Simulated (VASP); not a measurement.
# Cd2O3 (Pn-3m) in VASP: single point with PBE

Aim: the single point of Cd2O3 with PBE.

Program: VASP 6.6.1. These are calculated values, not measurements. Logs are shortened: lines on timing, memory, paths and dates and some standing lists are left out, and cuts for length are marked.

## 1. The cell of the first run

The structure is cubic, space group Pn-3m (No. 224). The conventional cell has a = 5.341 Å, b = 5.341 Å, c = 5.341 Å, α = 90.00°, β = 90.00°, γ = 90.00°. Cd (site symmetry -3m) has 6 O at 2.31 Å within 3.1 Å. Within 3.1 Å of O (site symmetry -42m) lie 4 Cd at 2.31 Å and 4 O at 2.67 Å.

## 2. Single point, PBE

Contents of INCAR:

```
ALGO = Normal
EDIFF = 1E-6
ENCUT = 520
GGA = PE
ISIF = 2
ISMEAR = -1
LASPH = True
LCHARG = True
LELF = True
LREAL = False
LVHAR = True
LWAVE = False
NBANDS = 53
NELM = 100
PREC = Accurate
SIGMA = 0.06122561905347299
```

Contents of KPOINTS:

```
k-points
0
Gamma
  11 11 11
```

Contents of POSCAR:

```
Cd2O3
1.0
    5.3410408542      0.0000000000      0.0000000000
    0.0000000000      5.3410408542      0.0000000000
    0.0000000000      0.0000000000      5.3410408542
Cd O
4 6
Direct
    0.2500000000      0.2500000000      0.2500000000
    0.7500000000      0.7500000000      0.2500000000
    0.7500000000      0.2500000000      0.7500000000
    0.2500000000      0.7500000000      0.7500000000
    0.5000000000      0.0000000000      0.0000000000
    0.0000000000      0.5000000000      0.0000000000
    0.0000000000      0.0000000000      0.5000000000
    0.5000000000      0.5000000000      0.0000000000
    0.5000000000      0.0000000000      0.5000000000
    0.0000000000      0.5000000000      0.5000000000
```

Potentials or basis: VASP PAW PBE potentials, release 64 (Cd, O).

The run is started by

```bash
> cat potpaw_PBE.64/Cd/POTCAR potpaw_PBE.64/O/POTCAR > POTCAR
> mpirun -np 1 vasp_std > vasp.out
```

OUTCAR:

```text
EDIFF = 1E-6
   ENCUT = 520
   GGA = PE
   ISIF = 2
   ISMEAR = -1
   LASPH = True
   LREAL = False
   NELM = 100
   PREC = Accurate

 ion  position               nearest neighbor table
   1  0.250  0.250  0.250-   5 2.31   6 2.31   7 2.31   8 2.31   9 2.31  10 2.31   2 3.78   3 3.78
                             4 3.78   3 3.78   4 3.78   2 3.78   4 3.78   4 3.78   2 3.78   3 3.78
   2  0.750  0.750  0.250-   5 2.31   6 2.31   7 2.31   8 2.31   9 2.31  10 2.31   1 3.78   3 3.78
                             4 3.78   3 3.78   4 3.78   1 3.78   3 3.78   3 3.78   1 3.78   4 3.78
   3  0.750  0.250  0.750-   5 2.31   6 2.31   7 2.31   8 2.31   9 2.31  10 2.31   1 3.78   2 3.78
                             4 3.78   1 3.78   2 3.78   2 3.78   4 3.78   2 3.78   1 3.78   4 3.78
   4  0.250  0.750  0.750-   5 2.31   6 2.31   7 2.31   8 2.31   9 2.31  10 2.31   1 3.78   2 3.78
                             3 3.78   1 3.78   2 3.78   1 3.78   3 3.78   1 3.78   2 3.78   3 3.78
   5  0.500  0.000  0.000-   1 2.31   2 2.31   3 2.31   4 2.31
   6  0.000  0.500  0.000-   1 2.31   2 2.31   3 2.31   4 2.31
   7  0.000  0.000  0.500-   1 2.31   2 2.31   3 2.31   4 2.31
   8  0.500  0.500  0.000-   1 2.31   2 2.31   3 2.31   4 2.31
   9  0.500  0.000  0.500-   1 2.31   2 2.31   3 2.31   4 2.31
  10  0.000  0.500  0.500-   1 2.31   2 2.31   3 2.31   4 2.31

  LATTYP: Found a simple cubic cell.
 ALAT       =     5.3410408542

  Lattice vectors:

 A1 = (   5.3410408542,   0.0000000000,   0.0000000000)
 A2 = (   0.0000000000,   5.3410408542,   0.0000000000)
 A3 = (   0.0000000000,   0.0000000000,   5.3410408542)

Analysis of symmetry for initial positions (statically):
=====================================================================
 Subroutine PRICEL returns:
 Original cell was already a primitive cell.

 Routine SETGRP: Setting up the symmetry group for a
 simple cubic supercell.

 Subroutine GETGRP returns: Found 48 space group operations
 (whereof 24 operations were pure point group operations)
 out of a pool of 48 trial point group operations.

The static configuration has the point symmetry T_d .
 The point group associated with its full space group is O_h .

Analysis of symmetry for dynamics (positions and initial velocities):
=====================================================================
 Subroutine PRICEL returns:
 Original cell was already a primitive cell.

 Routine SETGRP: Setting up the symmetry group for a
 simple cubic supercell.

 Subroutine GETGRP returns: Found 48 space group operations
 (whereof 24 operations were pure point group operations)
 out of a pool of 48 trial point group operations.

The dynamic configuration has the point symmetry T_d .
 The point group associated with its full space group is O_h .

 Subroutine INISYM returns: Found 48 space group operations
 (whereof 24 operations are pure point group operations),
 and found     1 'primitive' translations

----------------------------------------------------------------------------------------

                                     Primitive cell

  volume of cell :     152.3624

  direct lattice vectors                    reciprocal lattice vectors
     5.341040854  0.000000000  0.000000000     0.187229423  0.000000000  0.000000000
     0.000000000  5.341040854  0.000000000     0.000000000  0.187229423  0.000000000
     0.000000000  0.000000000  5.341040854     0.000000000  0.000000000  0.187229423

  length of vectors
     5.341040854  5.341040854  5.341040854     0.187229423  0.187229423  0.187229423

  position of ions in fractional coordinates (direct lattice)
     0.250000000  0.250000000  0.250000000
     0.750000000  0.750000000  0.250000000
     0.750000000  0.250000000  0.750000000
     0.250000000  0.750000000  0.750000000
     0.500000000  0.000000000  0.000000000
     0.000000000  0.500000000  0.000000000
     0.000000000  0.000000000  0.500000000
     0.500000000  0.500000000  0.000000000
     0.500000000  0.000000000  0.500000000
     0.000000000  0.500000000  0.500000000

  ion indices of the primitive-cell ions
   primitive index   ion index
                 1           1
                 2           2
                 3           3
                 4           4
                 5           5
                 6           6
                 7           7
                 8           8
                 9           9
                10          10

----------------------------------------------------------------------------------------

 KPOINTS: k-points

Automatic generation of k-mesh.
 Grid dimensions read from file:
 generate k-points for:   11   11   11

 Generating k-lattice:

  Cartesian coordinates                     Fractional coordinates (reciprocal lattice)
     0.017020857  0.000000000  0.000000000     0.090909091  0.000000000  0.000000000
     0.000000000  0.017020857  0.000000000     0.000000000  0.090909091  0.000000000
     0.000000000  0.000000000  0.017020857     0.000000000  0.000000000  0.090909091

  Length of vectors
     0.017020857  0.017020857  0.017020857

  Shift w.r.t. Gamma in fractional coordinates (k-lattice)
     0.000000000  0.000000000  0.000000000

 Subroutine IBZKPT returns following result:
 ===========================================

 Found     56 irreducible k-points:

 Following reciprocal coordinates:
            Coordinates               Weight
  0.000000  0.000000  0.000000      1.000000
  0.090909  0.000000  0.000000      6.000000
  0.181818  0.000000  0.000000      6.000000
  0.272727  0.000000  0.000000      6.000000
  0.363636  0.000000  0.000000      6.000000
  0.454545  0.000000  0.000000      6.000000
[... 16 lines left out ...]
  0.181818  0.090909  0.090909     24.000000
  0.272727  0.090909  0.090909     24.000000
 [... further k-points ...]
   k-points           NKPTS =     56   k-points in BZ     NKDIM =     56   number of bands    NBANDS=     53
   number of dos      NEDOS =    301   number of ions     NIONS =     10
   total plane-waves  NPLWV =  64000
   dimension x,y,z NGX =    40 NGY =   40 NGZ =   40
   dimension x,y,z NGXF=    80 NGYF=   80 NGZF=   80
   ions per type =               4   6
   NGX,Y,Z   is equivalent  to a cutoff of  12.45, 12.45, 12.45 a.u.
   NGXF,Y,Z  is equivalent  to a cutoff of  24.90, 24.90, 24.90 a.u.
 SYSTEM =  unknown system
   PREC   = accura    normal or accurate (medium, high low for compatibility)
   ISTART =      0    job   : 0-new  1-cont  2-samecut
   ICHARG =      2    charge: 1-file 2-atom 10-const
   ISPIN  =      1    spin polarized calculation?
   LNONCOLLINEAR =      F non collinear calculations
   LSORBIT =      F    spin-orbit coupling
   LASPH  =      T    aspherical Exc in radial PAW
   ENCUT  =  520.0 eV  38.22 Ry    6.18 a.u.   9.93  9.93  9.93*2*pi/ulx,y,z
   NELM   =    100;   NELMIN=  2; NELMDL= -5     # of ELM steps
   EDIFF  = 0.1E-05   stopping-criterion for ELM
   LREAL  =      F    real-space projection
   EDIFFG = 0.1E-04   stopping-criterion for IOM
   NSW    =      0    number of steps for IOM
   IBRION =     -1    ionic relax: 0-MD 1-quasi-New 2-CG
   NFREE  =      0    steps in history (QN), initial steepest desc. (CG)
   ISIF   =      2    stress and relaxation
   ISYM   =      2    0-nonsym 1-usesym 2-fastsym
   POTIM  = 0.5000    time-step for ionic-motion
   TEBEG  =    0.0;   TEEND  =   0.0 temperature during run
   PSTRESS=    0.0 pullay stress
   NELECT =      84.0000    total number of electrons
   NUPDOWN=      -1.0000    fix difference up-down
   EMIN   =  10.00;   EMAX   =-10.00  energy-range for DOS
   EFERMI =   0.00;   METHOD = LEGACY
   ISMEAR =    -1;   SIGMA  =   0.06  broadening in eV -4-tet -1-fermi 0-gaus
   EFERMI_NEDOS =   21; number of points for ismear=-14 and -15
   IALGO  =     38    algorithm
   IMIX   =      4    mixing-type and parameters
     AMIX     =   0.40;   BMIX     =  1.00
     AMIX_MAG =   1.60;   BMIX_MAG =  1.00
  volume/ion in A,a.u.               =      15.24       102.82
  Fermi-wavevector in a.u.,A,eV,Ry     =   1.342380  2.536730 24.517469  1.801983
  Thomas-Fermi vector in A             =   2.470538
   LORBIT       =      0    0 simple, 1 ext, 2 COOP (PROOUT), +10 PAW based schemes
   GGA     = PE    functional components
   LHFCALC =     F    Hartree Fock is set to
   AEXX    =    0.0000 exact exchange contribution
   IVDW    =     0    specifies the selected vdW correction
   LEPSILON=     F    determine dielectric tensor
   LRPA    =     F    only Hartree local field effects (RPA)
 non-spin polarized calculation
  energy-cutoff  :      520.00
  volume of cell :      152.36
 maximum number of plane-waves:      4122
 NGX is ok and might be reduce to    40
   NGX = 19   NGY = 19   NGZ = 19

 number of electron      83.9999955 magnetization

 Free energy of the ion-electron system (eV)
  ---------------------------------------------------
  ext. energy  EPLUGINS =         0.00000000
  ---------------------------------------------------
  free energy    TOTEN  =       -36.58204383 eV

  energy without entropy =      -36.44401249  energy(sigma->0) =      -36.51302816

 E-fermi :   0.1390     XC(G=0): -10.1170

 val. band max:        0.1361108974   @ k =   0.3636   0.1818   0.1818
 cond. band min:       0.1406811990   @ k =   0.4545   0.1818   0.1818
 fundamental gap:      0.0045703016
 Fermi energy:         0.1390065490

 k-point     1 :       0.0000    0.0000    0.0000
  band No.  band energies     occupation
      1     -17.1858      2.00000
      2     -16.5052      2.00000
      3     -16.5052      2.00000
      4     -16.0607      2.00000
      5     -16.0607      2.00000
      6     -15.5674      2.00000
[... 45 lines left out ...]
     52      10.2046      0.00000
     53      10.2046      0.00000
[... 1286 lines left out ...]
     52       9.1052      0.00000
     53       9.7364      0.00000

 [... further k-points ...]

------------------------ aborting loop because EDIFF is reached ----------------------------------------

  FORCE on cell =-STRESS in cart. coord.  units (eV):
  Direction    XX          YY          ZZ          XY          YZ          ZX
  --------------------------------------------------------------------------------------
  -------------------------------------------------------------------------------------
  Total       -2.4510336     -2.4510336     -2.4510336      0.0000000     -0.0000000      0.0000000
  in kB      -25.7740193    -25.7740193    -25.7740193      0.0000000     -0.0000000      0.0000000
  external PRESSURE =     -25.7740193 kB  Pullay stress =       0.0000000 kB

 VOLUME and BASIS-vectors are now :
 -----------------------------------------------------------------------------
  energy-cutoff  :      520.00
  volume of cell :      152.36
      direct lattice vectors                 reciprocal lattice vectors
     5.341040854  0.000000000  0.000000000     0.187229423  0.000000000  0.000000000
     0.000000000  5.341040854  0.000000000     0.000000000  0.187229423  0.000000000
     0.000000000  0.000000000  5.341040854     0.000000000  0.000000000  0.187229423

 POSITION                                       TOTAL-FORCE (eV/Angst)
 -----------------------------------------------------------------------------------
      1.33526      1.33526      1.33526        -0.000000      0.000000     -0.000000
      4.00578      4.00578      1.33526         0.000000     -0.000000     -0.000000
      4.00578      1.33526      4.00578        -0.000000     -0.000000      0.000000
      1.33526      4.00578      4.00578        -0.000000     -0.000000      0.000000
      2.67052      0.00000      0.00000         0.000000      0.000000     -0.000000
      0.00000      2.67052      0.00000         0.000000      0.000000      0.000000
      0.00000      0.00000      2.67052         0.000000      0.000000     -0.000000
      2.67052      2.67052      0.00000         0.000000      0.000000      0.000000
      2.67052      0.00000      2.67052         0.000000     -0.000000      0.000000
      0.00000      2.67052      2.67052         0.000000     -0.000000      0.000000
 -----------------------------------------------------------------------------------
    total drift:                               -0.000000      0.000000     -0.000000

  FREE ENERGIE OF THE ION-ELECTRON SYSTEM (eV)
  ---------------------------------------------------
  free  energy   TOTEN  =       -36.5820438338 eV

  energy  without entropy=      -36.4440124903  energy(sigma->0) =      -36.51302816
```

Wall time 10 min (1 thread of Intel Xeon 8259CL, shared host); peak memory 0.42 GiB.

Results:

| Item | Value |
| --- | --- |
| Free energy | -36.5820 eV |
| Pressure | -2.6 GPa |
| Band gap on the k mesh | zero (bands 42 and 43 overlap by 0.74 eV) |

Levels at points of the mesh, in eV from the Fermi level:
| k point | band 38 | band 39 | band 40 | band 41 | band 42 | band 43 | band 44 | band 45 | band 46 | band 47 |
| --- | --- | --- | --- | --- | --- | --- | --- | --- | --- | --- |
| (0.00, 0.00, 0.00) | -0.25 | -0.16 | -0.16 | -0.16 | 0.49 | 0.49 | 0.49 | 1.16 | 3.31 | 6.68 |

Caveat: semilocal functionals underestimate gaps, and a narrow one can read as zero.
